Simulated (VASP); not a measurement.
Write the native input for VASP 6.6.1 that does the following.

```yaml
Task: single point
Functional: PBE
Potentials_or_basis: VASP PAW PBE potentials, release 64 (La)
Cutoff: 520 eV
k_mesh: 13 × 13 × 7
Occupations: fermi-dirac, width 0.08 eV
Spin: no spin polarisation
Dipole_correction: no
Further_INCAR_settings: ALGO = Normal; EDIFF = 1e-07; NBANDS = 18
```

The structure of La lies in POSCAR:

```
La
1.0
    3.7766774636      0.0000000000      0.0000000000
   -1.8883387318      3.2706986254      0.0000000000
    0.0000000000      0.0000000000      6.1012632355
La
2
Direct
    0.3333333333      0.6666666667      0.2500000000
    0.6666666667      0.3333333333      0.7500000000
```

These files were run (other wordings do the same):

INCAR

```
ALGO = Normal
EDIFF = 1E-7
ENCUT = 520
GGA = PE
ISIF = 2
ISMEAR = -1
LASPH = True
LCHARG = False
LREAL = False
LWAVE = False
NBANDS = 18
NELM = 60
PREC = Accurate
SIGMA = 0.08
```

KPOINTS

```
k-points
0
Gamma
  13 13 7
```

Potentials or basis: VASP PAW PBE potentials, release 64 (La).

Launch:

```sh
$ cat potpaw_PBE.64/La/POTCAR > POTCAR
$ mpirun -np 1 vasp_std > vasp.out
```

It gave:

```yaml
Pressure: 0.1 GPa
Band_gap_on_the_k_mesh: zero (band 11 reaches 8.82 eV, above the bottom of band 12 at 7.51 eV)
```

Caveat: spin-orbit coupling is left out, which moves the levels of the heavy elements.

It took 4.3 min on 1 thread of Oxide Virtual Turin-like Processor, with other jobs on the host, peak memory 0.23 GiB.
